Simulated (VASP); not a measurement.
# MgS (Fm-3m) in VASP: further runs

The runs below take MgS through elastic constants, with PBEsol.

Program: VASP 6.6.1. These are calculated values, not measurements. Logs are shortened: lines on timing, memory, paths and dates and some standing lists are left out, and cuts for length are marked.

### 1 The cell of the first run

The structure is cubic, space group Fm-3m (No. 225). Conventional cell: a = 4.940 Å, b = 4.940 Å, c = 4.940 Å, α = 90.00°, β = 90.00°, γ = 90.00°. Mg (site symmetry m-3m) has 6 S at 2.47 Å within 3.3 Å. Within 3.3 Å of S (site symmetry m-3m) lie 6 Mg at 2.47 Å.

### 2 Elastic constants, PBEsol

File INCAR:

```
SYSTEM = MgS
PREC     = Accurate       ! precision mode
ENCUT    = 600            ! plane-wave cutoff, eV
EDIFF    = 1E-8           ! SCF threshold, eV
ISMEAR   = 0              ! smearing method
SIGMA    = 0.01           ! smearing width, eV
LREAL    = .False.        ! projectors in reciprocal space
LASPH    = .True.         ! aspherical terms in the spheres
NELM     = 100            ! most SCF steps
ALGO     = Normal         ! electronic algorithm
ISIF     = 3              ! what is computed and relaxed
LWAVE    = .False.        ! write WAVECAR
LCHARG   = .False.        ! write CHGCAR
GGA      = PS             ! functional
NBANDS   = 11             ! bands
IBRION   = 6              ! ionic algorithm
NFREE    = 2            
POTIM    = 0.015          ! step
NSW      = 1              ! ionic steps
```

File KPOINTS:

```
Automatic mesh
0
Gamma
  8 8 8
  0 0 0
```

File POSCAR:

```
MgS
1.0
    0.0000000000      2.4700195580      2.4700195580
    2.4700195580      0.0000000000      2.4700195580
    2.4700195580      2.4700195580      0.0000000000
Mg S
1 1
Direct
    0.0000000000      0.0000000000      0.0000000000
    0.5000000000      0.5000000000      0.5000000000
```

Potentials or basis: VASP PAW PBE potentials, release 64 (Mg, S).

On the command line:

```console
cat potpaw_PBE.64/Mg/POTCAR potpaw_PBE.64/S/POTCAR > POTCAR
mpirun -np 1 vasp_std > vasp.out
```

OUTCAR:

```text
SYSTEM = MgS
   PREC = Accurate
   ENCUT = 600
   EDIFF = 1E-8
   ISMEAR = 0
   LREAL = .False.
   LASPH = .True.
   NELM = 100
   ISIF = 3
   GGA = PS
   IBRION = 6
   NFREE = 2
   POTIM = 0.015
   NSW = 1

 ion  position               nearest neighbor table
   1  0.000  0.000  0.000-   2 2.47   2 2.47   2 2.47   2 2.47   2 2.47   2 2.47
   2  0.500  0.500  0.500-   1 2.47   1 2.47   1 2.47   1 2.47   1 2.47   1 2.47

  LATTYP: Found a face centered cubic cell.
 ALAT       =     4.9400391160

  Lattice vectors:

 A1 = (   0.0000000000,   2.4700195580,   2.4700195580)
 A2 = (   2.4700195580,   0.0000000000,   2.4700195580)
 A3 = (   2.4700195580,   2.4700195580,   0.0000000000)

Analysis of symmetry for initial positions (statically):
=====================================================================
 Subroutine PRICEL returns:
 Original cell was already a primitive cell.

 Routine SETGRP: Setting up the symmetry group for a
 face centered cubic supercell.

 Subroutine GETGRP returns: Found 48 space group operations
 (whereof 48 operations were pure point group operations)
 out of a pool of 48 trial point group operations.

The static configuration has the point symmetry O_h .

Analysis of symmetry for dynamics (positions and initial velocities):
=====================================================================
 Subroutine PRICEL returns:
 Original cell was already a primitive cell.

 Routine SETGRP: Setting up the symmetry group for a
 face centered cubic supercell.

 Subroutine GETGRP returns: Found 48 space group operations
 (whereof 48 operations were pure point group operations)
 out of a pool of 48 trial point group operations.

The dynamic configuration has the point symmetry O_h .

 Subroutine INISYM returns: Found 48 space group operations
 (whereof 48 operations are pure point group operations),
 and found     1 'primitive' translations

----------------------------------------------------------------------------------------

                                     Primitive cell

  volume of cell :      30.1392

  direct lattice vectors                    reciprocal lattice vectors
     0.000000000  2.470019558  2.470019558    -0.202427547  0.202427547  0.202427547
     2.470019558  0.000000000  2.470019558     0.202427547 -0.202427547  0.202427547
     2.470019558  2.470019558  0.000000000     0.202427547  0.202427547 -0.202427547

  length of vectors
     3.493135158  3.493135158  3.493135158     0.350614796  0.350614796  0.350614796

  position of ions in fractional coordinates (direct lattice)
     0.000000000  0.000000000  0.000000000
     0.500000000  0.500000000  0.500000000

  ion indices of the primitive-cell ions
   primitive index   ion index
                 1           1
                 2           2

----------------------------------------------------------------------------------------

 KPOINTS: Automatic mesh

Automatic generation of k-mesh.
 Grid dimensions read from file:
 generate k-points for:    8    8    8

 Generating k-lattice:

  Cartesian coordinates                     Fractional coordinates (reciprocal lattice)
    -0.025303443  0.025303443  0.025303443     0.125000000  0.000000000  0.000000000
     0.025303443 -0.025303443  0.025303443     0.000000000  0.125000000  0.000000000
     0.025303443  0.025303443 -0.025303443     0.000000000  0.000000000  0.125000000

  Length of vectors
     0.043826850  0.043826850  0.043826850

  Shift w.r.t. Gamma in fractional coordinates (k-lattice)
     0.000000000  0.000000000  0.000000000

 Subroutine IBZKPT returns following result:
 ===========================================

 Found     29 irreducible k-points:
[... 69 lines left out ...]
  Thomas-Fermi vector in A             =   2.187180
   LORBIT       =      0    0 simple, 1 ext, 2 COOP (PROOUT), +10 PAW based schemes
   GGA     = PS    functional components
   LHFCALC =     F    Hartree Fock is set to
   AEXX    =    0.0000 exact exchange contribution
   IVDW    =     0    specifies the selected vdW correction
   LEPSILON=     F    determine dielectric tensor
   LRPA    =     F    only Hartree local field effects (RPA)
 finite differences with symmetry
 non-spin polarized calculation
 Gauss-broadening in eV      SIGMA  =   0.01
  energy-cutoff  :      600.00
  volume of cell :       30.14
 maximum number of plane-waves:      1036
   NGX = 13   NGY = 13   NGZ = 13

--------------------------------------- Ionic step        1  -------------------------------------------

 number of electron       8.0000000 magnetization

 Free energy of the ion-electron system (eV)
  ---------------------------------------------------
  ext. energy  EPLUGINS =         0.00000000
  ---------------------------------------------------
  free energy    TOTEN  =        -8.88658835 eV

  energy without entropy =       -8.88658835  energy(sigma->0) =       -8.88658835

------------------------ aborting loop because EDIFF is reached ----------------------------------------

  FORCE on cell =-STRESS in cart. coord.  units (eV):
  Direction    XX          YY          ZZ          XY          YZ          ZX
  --------------------------------------------------------------------------------------
  -------------------------------------------------------------------------------------
  Total        2.8042324      2.8042324      2.8042324      0.0000000      0.0000000     -0.0000000
  in kB      149.0710845    149.0710845    149.0710845      0.0000000      0.0000000     -0.0000000
  external PRESSURE =     149.0710845 kB  Pullay stress =       0.0000000 kB
[... 89 lines left out ...]
  FREE ENERGIE OF THE ION-ELECTRON SYSTEM (eV)
  ---------------------------------------------------
  free  energy   TOTEN  =        -8.8381940533 eV

  energy  without entropy=       -8.8381940533  energy(sigma->0) =       -8.83819405

[... ionic steps 4 to 14 ...]

--------------------------------------- Ionic step       15  -------------------------------------------

 number of electron       8.0000000 magnetization

------------------------ aborting loop because EDIFF is reached ----------------------------------------
[... 67 lines left out ...]
--------------------------------------- Ionic step       17  -------------------------------------------

 number of electron       8.0000000 magnetization

 Free energy of the ion-electron system (eV)
  ---------------------------------------------------
  ext. energy  EPLUGINS =         0.00000000
  ---------------------------------------------------
  free energy    TOTEN  =        -8.88591822 eV

  energy without entropy =       -8.88591822  energy(sigma->0) =       -8.88591822

 E-fermi :   5.2690     XC(G=0): -10.4979

 val. band max:        5.1949566069   @ k =   0.0000   0.0000   0.0000
 cond. band min:       8.2069600520   @ k =   0.5000   0.5000   0.0000
 fundamental gap:      3.0120034451
 Fermi energy:         5.2690142593

 k-point     1 :       0.0000    0.0000    0.0000
  band No.  band energies     occupation
      1      -8.4862      2.00000
      2       5.1946      2.00000
      3       5.1950      2.00000
      4       5.1950      2.00000
      5      10.1335      0.00000
      6      12.8936      0.00000
      7      12.8936      0.00000
      8      12.8939      0.00000
      9      15.6414      0.00000
     10      15.6423      0.00000
     11      17.8198      0.00000
[... 309 lines left out ...]
 k-point    24 :      -0.3750    0.2500    0.1250
  band No.  band energies     occupation
      1      -6.4464      2.00000
      2      -0.0108      2.00000
      3       2.5014      2.00000
      4       3.7078      2.00000
      5      11.0123      0.00000
      6      11.4806      0.00000
      7      14.0245      0.00000
      8      15.2612      0.00000
      9      18.0354      0.00000
     10      19.8669      0.00000
     11      21.5723      0.00000

 [... further k-points ...]

------------------------ aborting loop because EDIFF is reached ----------------------------------------

  FORCE on cell =-STRESS in cart. coord.  units (eV):
  Direction    XX          YY          ZZ          XY          YZ          ZX
  --------------------------------------------------------------------------------------
  -------------------------------------------------------------------------------------
  Total        2.8127662      2.8032915      2.8032915     -0.0000000      0.0000000      0.0000000
  in kB      149.5247372    149.0210664    149.0210664     -0.0000000      0.0000000      0.0000000
  external PRESSURE =     149.1889567 kB  Pullay stress =       0.0000000 kB
[... 17 lines left out ...]
  FREE ENERGIE OF THE ION-ELECTRON SYSTEM (eV)
  ---------------------------------------------------
  free  energy   TOTEN  =        -8.8859182232 eV

  energy  without entropy=       -8.8859182232  energy(sigma->0) =       -8.88591822

 INTERNAL STRAIN TENSORS FROM STRAINED CELLS
 ============================================

 INTERNAL STRAIN TENSOR FOR ION    1 for displacements in x,y,z  (eV/Angst):
          X           Y           Z          XY          YZ          ZX
  --------------------------------------------------------------------------------
  x     0.00000     0.00000     0.00000    -0.00000     0.00000     0.00000
  y    -0.00000     0.00000    -0.00000    -0.00000     0.00000     0.00000
  z    -0.00000     0.00000     0.00000     0.00000     0.00000     0.00000

 INTERNAL STRAIN TENSORS FROM DISPLACED ATOMS
 ============================================

 INTERNAL STRAIN TENSOR FOR ION    1 for displacements in x,y,z  (eV/Angst):
          X           Y           Z          XY          YZ          ZX
  --------------------------------------------------------------------------------
  x     0.00000     0.00000     0.00000     0.00000     0.00000     0.00000
  y     0.00000     0.00000     0.00000     0.00000     0.00000     0.00000
  z     0.00000     0.00000     0.00000     0.00000     0.00000     0.00000

 INTERNAL STRAIN TENSOR FOR ION    2 for displacements in x,y,z  (eV/Angst):
          X           Y           Z          XY          YZ          ZX
  --------------------------------------------------------------------------------
  x     0.00000     0.00000     0.00000     0.00000     0.00000     0.00000
  y     0.00000     0.00000     0.00000     0.00000     0.00000     0.00000
  z     0.00000     0.00000     0.00000     0.00000     0.00000     0.00000

 Eigenvectors and eigenvalues of the dynamical matrix
 ----------------------------------------------------

   1 f  =   10.266746 THz    64.507865 2PiTHz  342.461771 cm-1    42.459829 meV
             X         Y         Z           dx          dy          dz
      0.000000  0.000000  0.000000     0.000000    0.754224    0.000000
      2.470020  2.470020  2.470020     0.000000   -0.656617    0.000000
[... 21 lines left out ...]
   6 f/i=    0.000165 THz     0.001038 2PiTHz    0.005512 cm-1     0.000683 meV
             X         Y         Z           dx          dy          dz
      0.000000  0.000000  0.000000     0.000000    0.000000   -0.656617
      2.470020  2.470020  2.470020     0.000000    0.000000   -0.754224

--------------------------------------------------------------------------------------------------------

 ELASTIC MODULI CONTR FROM IONIC RELAXATION (kBar)
 Direction    XX          YY          ZZ          XY          YZ          ZX
 --------------------------------------------------------------------------------
 XX           0.0000      0.0000      0.0000      0.0000      0.0000      0.0000
 YY           0.0000      0.0000      0.0000      0.0000      0.0000      0.0000
 ZZ           0.0000      0.0000      0.0000      0.0000      0.0000      0.0000
 XY           0.0000      0.0000      0.0000      0.0000      0.0000      0.0000
 YZ           0.0000      0.0000      0.0000      0.0000      0.0000      0.0000
 ZX           0.0000      0.0000      0.0000      0.0000      0.0000      0.0000
 --------------------------------------------------------------------------------

 TOTAL ELASTIC MODULI (kBar)
 Direction    XX          YY          ZZ          XY          YZ          ZX
 --------------------------------------------------------------------------------
 XX        2703.7527    469.7594    469.7594      0.0000     -0.0000      0.0000
 YY         469.7594   2703.7527    469.7594      0.0000     -0.0000     -0.0000
 ZZ         469.7594    469.7594   2703.7527      0.0000      0.0000      0.0000
 XY           0.0000      0.0000      0.0000    622.5397     -0.0000      0.0000
 YZ          -0.0000     -0.0000      0.0000     -0.0000    622.5397      0.0000
 ZX           0.0000     -0.0000      0.0000      0.0000      0.0000    622.5397
 --------------------------------------------------------------------------------
```

Run time: 3.5 min. Hardware: 1 thread of AMD EPYC 9R45 (Zen 5), shared host; peak memory 0.22 GiB.

Results:

| Property | Result |
| --- | --- |
| Elastic constants C11, C12, C44 | 270, 47, 62 GPa |
| Voigt bulk modulus | 121 GPa |
| Highest phonon frequency at Γ, LO-TO splitting left out | 342 cm⁻¹ |

Phonon frequencies in cm⁻¹ (negative: imaginary):
```csv
q point,frequencies
"(0.000, 0.000, 0.000)",0 0 0 342 342 342
```

Elastic tensor in Voigt notation (GPa, in the Cartesian axes of the cell as first typed):
```
270  47  47   0   0   0
 47 270  47   0   0   0
 47  47 270   0   0   0
  0   0   0  62   0   0
  0   0   0   0  62   0
  0   0   0   0   0  62
```

Clamped-ion elastic tensor (GPa):
```
270  47  47   0   0   0
 47 270  47   0   0   0
 47  47 270   0   0   0
  0   0   0  62   0   0
  0   0   0   0  62   0
  0   0   0   0   0  62
```

Caveat: the cell is under stress, which shifts elastic constants; the PAW data sets were made with another functional, which shifts forces and pressure a little.

### 3 Elastic constants, PBEsol

This run uses another cell than the first one, of 15.68 Å³/atom, 1.041 times its volume.

File INCAR:

```
SYSTEM = MgS
PREC = Accurate ; ENCUT = 600
EDIFF = 1E-8 ; ISMEAR = 0
SIGMA = 0.01 ; LREAL = .FALSE.
LASPH = .TRUE. ; NELM = 80
ALGO = Normal ; ISIF = 3
LWAVE = .FALSE. ; LCHARG = .FALSE.
GGA = PS ; IBRION = 6
NFREE = 2 ; POTIM = 0.015
NSW = 1
```

File KPOINTS:

```
Automatic mesh
0
G
  8 8 8
  0 0 0
```

File POSCAR:

```
MgS
1.0
    0.0000000000      2.5029884591      2.5029884591
    2.5029884591      0.0000000000      2.5029884591
    2.5029884591      2.5029884591      0.0000000000
Mg S
1 1
Direct
    0.0000000000      0.0000000000      0.0000000000
    0.5000000000      0.5000000000      0.5000000000
```

Potentials or basis: VASP PAW PBE potentials, release 64 (Mg, S).

On the command line:

```console
cat potpaw_PBE.64/Mg/POTCAR potpaw_PBE.64/S/POTCAR > POTCAR
mpirun -np 1 vasp_std > vasp.out
```

It took 2.7 min on 1 thread of AMD EPYC 9R45 (Zen 5), shared host; peak memory 0.21 GiB.

Results (log left out):

- Elastic constants C11, C12, C44: 233, 46, 60 GPa
- Voigt bulk modulus: 108 GPa
- Highest phonon frequency at Γ, LO-TO splitting left out: 315 cm⁻¹

Phonon frequencies in cm⁻¹ (negative: imaginary):
| q point | frequencies |
| --- | --- |
| (0.000, 0.000, 0.000) | 0 0 0 315 315 315 |

Elastic tensor in Voigt notation (GPa, in the Cartesian axes of the cell as first typed):
```
233  46  46   0   0   0
 46 233  46   0   0   0
 46  46 233   0   0   0
  0   0   0  60   0   0
  0   0   0   0  60   0
  0   0   0   0   0  60
```

Clamped-ion elastic tensor (GPa):
```
233  46  46   0   0   0
 46 233  46   0   0   0
 46  46 233   0   0   0
  0   0   0  60   0   0
  0   0   0   0  60   0
  0   0   0   0   0  60
```

Caveat: the cell is under stress, which shifts elastic constants; the PAW data sets were made with another functional, which shifts forces and pressure a little.

(Continued in part 2 of 2.)
